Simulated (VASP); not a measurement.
# NiGe6Pd (P4/mmm) in VASP: single point with PBE

Aim: the single point of NiGe6Pd with PBE.

Program: VASP 6.6.1. These are calculated values, not measurements. Logs are shortened: lines on timing, memory, paths and dates and some standing lists are left out, and cuts for length are marked.

**1. The cell of the first run**

It takes space group P4/mmm (No. 123, tetragonal). Conventional cell: a = 4.089 Å, b = 4.089 Å, c = 8.181 Å, α = 90.00°, β = 90.00°, γ = 90.00°. Ni (site symmetry 4/mmm) has 12 Ge at 2.84 to 2.89 Å within 3.7 Å. Ge (site symmetry 4/mmm) has 8 Ge at 2.84 Å and 4 Ni at 2.89 Å within 3.7 Å. Ge (site symmetry 4/mmm) has 4 Pd at 2.89 Å and 8 Ge at 2.94 Å within 3.8 Å. Within 3.7 Å of Ge (site symmetry 2mm) lie 2 Ni at 2.84 Å and 8 Ge at 2.84 to 2.94 Å and 2 Pd at 2.94 Å. Pd (site symmetry 4/mmm) has 12 Ge at 2.89 to 2.94 Å within 3.8 Å.

**2. Single point, PBE, collinear spin, ferromagnetic start**

The input, INCAR:

```
SYSTEM = NiGe6Pd
PREC     = Accurate       ! precision mode
ENCUT    = 520            ! plane-wave cutoff, eV
EDIFF    = 1E-6           ! SCF threshold, eV
ISMEAR   = 0              ! smearing method
SIGMA    = 0.2            ! smearing width, eV
LREAL    = .False.        ! projectors in reciprocal space
LASPH    = .True.         ! aspherical terms in the spheres
NELM     = 150            ! most SCF steps
ALGO     = Normal         ! electronic algorithm
ISIF     = 2              ! what is computed and relaxed
LWAVE    = .False.        ! write WAVECAR
LCHARG   = .False.        ! write CHGCAR
ISPIN    = 2              ! spin polarisation
MAGMOM   = 2 0 0 0 0 0 0 0 ! initial moments
LORBIT   = 11             ! projections on sites
LMAXMIX  = 4              ! l up to which the mixer works
GGA      = PE             ! functional
NBANDS   = 66             ! bands
```

The input, KPOINTS:

```
Automatic mesh
0
Gamma
  4 4 2
  0 0 0
```

The input, POSCAR:

```
NiGe6Pd
1.0
    4.0892675011      0.0000000000      0.0000000000
    0.0000000000      4.0892675011      0.0000000000
    0.0000000000      0.0000000000      8.1812075599
Ni Ge Pd
1 6 1
Direct
    0.0000000000      0.0000000000      0.0000000000
    0.5000000000      0.5000000000      0.0000000000
    0.5000000000      0.5000000000      0.5000000000
    0.5000000000      0.0000000000      0.2416387339
    0.5000000000      0.0000000000      0.7583612661
    0.0000000000      0.5000000000      0.2416387339
    0.0000000000      0.5000000000      0.7583612661
    0.0000000000      0.0000000000      0.5000000000
```

Potentials or basis: VASP PAW PBE potentials, release 64 (Ni, Ge_d, Pd).

Command:

```sh
> cat potpaw_PBE.64/Ni/POTCAR potpaw_PBE.64/Ge_d/POTCAR potpaw_PBE.64/Pd/POTCAR > POTCAR
> mpirun -np 1 vasp_std > vasp.out
```

OUTCAR:

```text
SYSTEM = NiGe6Pd
   PREC = Accurate
   ENCUT = 520
   EDIFF = 1E-6
   ISMEAR = 0
   LREAL = .False.
   LASPH = .True.
   NELM = 150
   ISIF = 2
   ISPIN = 2
   LORBIT = 11
   GGA = PE

 ion  position               nearest neighbor table
   1  0.000  0.000  0.000-   4 2.84   5 2.84   6 2.84   7 2.84   6 2.84   7 2.84   4 2.84   5 2.84
                             2 2.89   2 2.89   2 2.89   2 2.89
   2  0.500  0.500  0.000-   4 2.84   5 2.84   6 2.84   7 2.84   4 2.84   5 2.84   6 2.84   7 2.84
                             1 2.89   1 2.89   1 2.89   1 2.89
   3  0.500  0.500  0.500-   8 2.89   8 2.89   8 2.89   8 2.89
   4  0.500  0.000  0.242-   1 2.84   2 2.84   2 2.84   1 2.84   6 2.89   6 2.89   6 2.89   6 2.89
                             8 2.94   8 2.94
   5  0.500  0.000  0.758-   1 2.84   2 2.84   2 2.84   1 2.84   7 2.89   7 2.89   7 2.89   7 2.89
                             8 2.94   8 2.94
   6  0.000  0.500  0.242-   1 2.84   2 2.84   1 2.84   2 2.84   4 2.89   4 2.89   4 2.89   4 2.89
                             8 2.94   8 2.94
   7  0.000  0.500  0.758-   1 2.84   2 2.84   1 2.84   2 2.84   5 2.89   5 2.89   5 2.89   5 2.89
                             8 2.94   8 2.94
   8  0.000  0.000  0.500-   3 2.89   3 2.89   3 2.89   3 2.89   7 2.94   4 2.94   6 2.94   7 2.94
                             5 2.94   4 2.94   5 2.94   6 2.94

  LATTYP: Found a simple tetragonal cell.
 ALAT       =     4.0892675011
 C/A-ratio  =     2.0006535541

  Lattice vectors:

 A1 = (   4.0892675011,   0.0000000000,   0.0000000000)
 A2 = (   0.0000000000,   4.0892675011,   0.0000000000)
 A3 = (   0.0000000000,   0.0000000000,   8.1812075599)

Analysis of symmetry for initial positions (statically):
=====================================================================
 Subroutine PRICEL returns:
 Original cell was already a primitive cell.

 Routine SETGRP: Setting up the symmetry group for a
 simple tetragonal supercell.

 Subroutine GETGRP returns: Found 16 space group operations
 (whereof 16 operations were pure point group operations)
 out of a pool of 16 trial point group operations.

The static configuration has the point symmetry D_4h.

Analysis of symmetry for dynamics (positions and initial velocities):
=====================================================================
 Subroutine PRICEL returns:
 Original cell was already a primitive cell.

 Routine SETGRP: Setting up the symmetry group for a
 simple tetragonal supercell.

 Subroutine GETGRP returns: Found 16 space group operations
 (whereof 16 operations were pure point group operations)
 out of a pool of 16 trial point group operations.

The dynamic configuration has the point symmetry D_4h.

Analysis of structural, dynamic, and magnetic symmetry:
=====================================================================
 Subroutine PRICEL returns:
 Original cell was already a primitive cell.

 Routine SETGRP: Setting up the symmetry group for a
 simple tetragonal supercell.

 Subroutine GETGRP returns: Found 16 space group operations
 (whereof 16 operations were pure point group operations)
 out of a pool of 16 trial point group operations.

The overall configuration has the point symmetry D_4h.

 Subroutine INISYM returns: Found 16 space group operations
 (whereof 16 operations are pure point group operations),
 and found     1 'primitive' translations

----------------------------------------------------------------------------------------

                                     Primitive cell

  volume of cell :     136.8070

  direct lattice vectors                    reciprocal lattice vectors
     4.089267501  0.000000000  0.000000000     0.244542574  0.000000000  0.000000000
     0.000000000  4.089267501  0.000000000     0.000000000  0.244542574  0.000000000
     0.000000000  0.000000000  8.181207560     0.000000000  0.000000000  0.122231345

  length of vectors
     4.089267501  4.089267501  8.181207560     0.244542574  0.244542574  0.122231345

  position of ions in fractional coordinates (direct lattice)
     0.000000000  0.000000000  0.000000000
     0.500000000  0.500000000  0.000000000
[... 61 lines left out ...]
   dimension x,y,z NGX =    30 NGY =   30 NGZ =   64
   dimension x,y,z NGXF=    60 NGYF=   60 NGZF=  128
   ions per type =               1   6   1
   NGX,Y,Z   is equivalent  to a cutoff of  12.20, 12.20, 13.01 a.u.
   NGXF,Y,Z  is equivalent  to a cutoff of  24.39, 24.39, 26.01 a.u.
 SYSTEM =  NiGe6Pd
   PREC   = accura    normal or accurate (medium, high low for compatibility)
   ISTART =      0    job   : 0-new  1-cont  2-samecut
   ICHARG =      2    charge: 1-file 2-atom 10-const
   ISPIN  =      2    spin polarized calculation?
   LNONCOLLINEAR =      F non collinear calculations
   LSORBIT =      F    spin-orbit coupling
   LASPH  =      T    aspherical Exc in radial PAW
   ENCUT  =  520.0 eV  38.22 Ry    6.18 a.u.   7.60  7.60 15.21*2*pi/ulx,y,z
   NELM   =    150;   NELMIN=  2; NELMDL= -5     # of ELM steps
   EDIFF  = 0.1E-05   stopping-criterion for ELM
   LREAL  =      F    real-space projection
   EDIFFG = 0.1E-04   stopping-criterion for IOM
   NSW    =      0    number of steps for IOM
   IBRION =     -1    ionic relax: 0-MD 1-quasi-New 2-CG
   NFREE  =      0    steps in history (QN), initial steepest desc. (CG)
   ISIF   =      2    stress and relaxation
   ISYM   =      2    0-nonsym 1-usesym 2-fastsym
   POTIM  = 0.5000    time-step for ionic-motion
   TEBEG  =    0.0;   TEEND  =   0.0 temperature during run
   PSTRESS=    0.0 pullay stress
   NELECT =     104.0000    total number of electrons
   NUPDOWN=      -1.0000    fix difference up-down
   EMIN   =  10.00;   EMAX   =-10.00  energy-range for DOS
   EFERMI =   0.00;   METHOD = LEGACY
   ISMEAR =     0;   SIGMA  =   0.20  broadening in eV -4-tet -1-fermi 0-gaus
   EFERMI_NEDOS =   21; number of points for ismear=-14 and -15
   IALGO  =     38    algorithm
   IMIX   =      4    mixing-type and parameters
     AMIX     =   0.40;   BMIX     =  1.00
     AMIX_MAG =   1.60;   BMIX_MAG =  1.00
  volume/ion in A,a.u.               =      17.10       115.40
  Fermi-wavevector in a.u.,A,eV,Ry     =   1.494112  2.823462 30.373243  2.232370
  Thomas-Fermi vector in A             =   2.606426
   LORBIT       =     11    0 simple, 1 ext, 2 COOP (PROOUT), +10 PAW based schemes
   GGA     = PE    functional components
   LHFCALC =     F    Hartree Fock is set to
   AEXX    =    0.0000 exact exchange contribution
   IVDW    =     0    specifies the selected vdW correction
   LEPSILON=     F    determine dielectric tensor
   LRPA    =     F    only Hartree local field effects (RPA)
 spin polarized calculation
 Gauss-broadening in eV      SIGMA  =   0.20
  energy-cutoff  :      520.00
  volume of cell :      136.81
 maximum number of plane-waves:      3708
   NGX = 15   NGY = 15   NGZ = 31

 number of electron     104.0000009 magnetization       0.0068408

 number of electron     104.0000008 magnetization      -0.0052534

 Free energy of the ion-electron system (eV)
  ---------------------------------------------------
  ext. energy  EPLUGINS =         0.00000000
  ---------------------------------------------------
  free energy    TOTEN  =       -36.28466311 eV

  energy without entropy =      -36.16155463  energy(sigma->0) =      -36.22310887

 E-fermi :   7.5556     XC(G=0): -11.7339

 val. band max:        7.5491669631   @ k =   0.5000   0.2500   0.0000
 cond. band min:       7.5953686286   @ k =   0.0000   0.0000   0.0000
 fundamental gap:      0.0462016656
 Fermi energy:         7.5556166702

 spin component 1

 k-point     1 :       0.0000    0.0000    0.0000
  band No.  band energies     occupation
      1     -17.2626      1.00000
      2     -17.2622      1.00000
      3     -17.2622      1.00000
      4     -17.2551      1.00000
      5     -17.2500      1.00000
      6     -17.2089      1.00000
[... 793 lines left out ...]
     63      14.9515      0.00000
     64      15.0785      0.00000
 Fermi energy:         7.5556166702

 spin component 2

 k-point     1 :       0.0000    0.0000    0.0000
  band No.  band energies     occupation
      1     -17.2626      1.00000
      2     -17.2622      1.00000
      3     -17.2622      1.00000
      4     -17.2551      1.00000
      5     -17.2501      1.00000
      6     -17.2090      1.00000
[... 793 lines left out ...]
     63      14.9510      0.00000
     64      15.0779      0.00000
 [bands above 64 left out]

------------------------ aborting loop because EDIFF is reached ----------------------------------------

  FORCE on cell =-STRESS in cart. coord.  units (eV):
  Direction    XX          YY          ZZ          XY          YZ          ZX
  --------------------------------------------------------------------------------------
  -------------------------------------------------------------------------------------
  Total       -0.2683593     -0.2683593     -0.2299749      0.0000000      0.0000000     -0.0000000
  in kB       -3.1428147     -3.1428147     -2.6932871      0.0000000      0.0000000     -0.0000000
  external PRESSURE =      -2.9929721 kB  Pullay stress =       0.0000000 kB

 VOLUME and BASIS-vectors are now :
 -----------------------------------------------------------------------------
  energy-cutoff  :      520.00
  volume of cell :      136.81
      direct lattice vectors                 reciprocal lattice vectors
     4.089267501  0.000000000  0.000000000     0.244542574  0.000000000  0.000000000
     0.000000000  4.089267501  0.000000000     0.000000000  0.244542574  0.000000000
     0.000000000  0.000000000  8.181207560     0.000000000  0.000000000  0.122231345

 POSITION                                       TOTAL-FORCE (eV/Angst)
 -----------------------------------------------------------------------------------
      0.00000      0.00000      0.00000        -0.000000      0.000000      0.000000
      2.04463      2.04463      0.00000        -0.000000      0.000000      0.000000
      2.04463      2.04463      4.09060        -0.000000      0.000000      0.000000
      2.04463      0.00000      1.97690        -0.000000      0.000000      0.025126
      2.04463      0.00000      6.20431         0.000000      0.000000     -0.025126
      0.00000      2.04463      1.97690        -0.000000     -0.000000      0.025126
      0.00000      2.04463      6.20431        -0.000000     -0.000000     -0.025126
      0.00000      0.00000      4.09060        -0.000000      0.000000      0.000000
 -----------------------------------------------------------------------------------
    total drift:                                0.000000      0.000000      0.000000

  FREE ENERGIE OF THE ION-ELECTRON SYSTEM (eV)
  ---------------------------------------------------
  free  energy   TOTEN  =       -36.2846631148 eV

  energy  without entropy=      -36.1615546329  energy(sigma->0) =      -36.22310887

 total charge

# of ion       s       p       d       tot
------------------------------------------
    1        0.374   0.256   8.428   9.058
    2        1.245   0.947  10.042  12.235
    3        1.256   0.904  10.031  12.191
    4        1.248   0.926  10.036  12.210
    5        1.248   0.926  10.036  12.210
    6        1.248   0.926  10.036  12.210
    7        1.248   0.926  10.036  12.210
    8        0.405   0.324   8.607   9.336
--------------------------------------------------
tot          8.274   6.135  77.252  91.661

 magnetization (x)

# of ion       s       p       d       tot
------------------------------------------
    1       -0.000  -0.000  -0.002  -0.002
    2       -0.000  -0.000  -0.000  -0.000
    3       -0.000  -0.000  -0.000  -0.000
    4       -0.000  -0.000  -0.000  -0.000
    5       -0.000  -0.000  -0.000  -0.000
    6       -0.000  -0.000  -0.000  -0.000
    7       -0.000  -0.000  -0.000  -0.000
    8        0.000  -0.000  -0.000  -0.000
--------------------------------------------------
tot         -0.000  -0.001  -0.002  -0.003
```

It took 2.5 min on 1 thread of Intel Xeon 6975P-C (Granite Rapids), shared host; peak memory 0.37 GiB.

Results:

| Item | Value |
| --- | --- |
| Free energy | -36.2847 eV |
| Pressure | -0.3 GPa |
| Largest force | 0.025 eV/Å |
| Band gap on the k mesh | zero (filled and empty bands overlap) |
| Net moment | -0.01 μB per cell |
| Valence electrons inside the program's atomic spheres | Ni 9.06; Ge 12.23, 12.19, 12.21; Pd 9.34 |

Forces in eV/Å, atoms in the order of the input:
```
Ni   0.000  0.000  0.000
Ge   0.000  0.000  0.000
Ge   0.000  0.000  0.000
Ge   0.000  0.000  0.025
Ge   0.000  0.000 -0.025
Ge   0.000  0.000  0.025
Ge   0.000  0.000 -0.025
Pd   0.000  0.000  0.000
```

Levels at points of the mesh, in eV from the Fermi level:
Spin up:
```tsv
k point	band 48	band 49	band 50	band 51	band 52	band 53	band 54	band 55	band 56	band 57
(0.00, 0.00, 0.00)	-1.05	-0.99	-0.36	-0.36	-0.06	-0.06	0.04	0.79	0.91	2.33
(0.50, 0.00, 0.00)	-0.41	-0.37	-0.07	-0.07	-0.01	0.10	0.32	0.57	1.05	1.28
(0.50, 0.50, 0.00)	-1.21	-1.05	-1.05	-0.99	-0.62	-0.01	0.10	1.03	1.03	2.22
(0.00, 0.00, 0.50)	-1.39	-1.21	-1.21	-0.67	-0.63	1.88	1.88	2.26	2.31	2.31
(0.50, 0.00, 0.50)	-1.27	-1.26	-1.01	-0.07	0.06	0.59	0.88	1.18	1.41	2.90
(0.50, 0.50, 0.50)	-1.23	-1.22	-0.89	-0.89	-0.85	-0.57	-0.57	1.09	1.32	4.36
```
Spin down:
```tsv
k point	band 48	band 49	band 50	band 51	band 52	band 53	band 54	band 55	band 56	band 57
(0.00, 0.00, 0.00)	-1.05	-0.99	-0.36	-0.36	-0.06	-0.06	0.04	0.79	0.90	2.33
(0.50, 0.00, 0.00)	-0.41	-0.37	-0.07	-0.07	-0.01	0.10	0.32	0.57	1.05	1.28
(0.50, 0.50, 0.00)	-1.22	-1.05	-1.05	-0.99	-0.62	-0.01	0.10	1.03	1.03	2.22
(0.00, 0.00, 0.50)	-1.39	-1.21	-1.21	-0.68	-0.63	1.87	1.87	2.26	2.31	2.31
(0.50, 0.00, 0.50)	-1.27	-1.27	-1.01	-0.07	0.06	0.59	0.88	1.18	1.41	2.90
(0.50, 0.50, 0.50)	-1.23	-1.22	-0.89	-0.89	-0.85	-0.57	-0.57	1.09	1.32	4.36
```

Caveat: the k points lie up to 0.38 Å⁻¹ apart; the starting moments collapsed, and a magnetic state may lie lower.
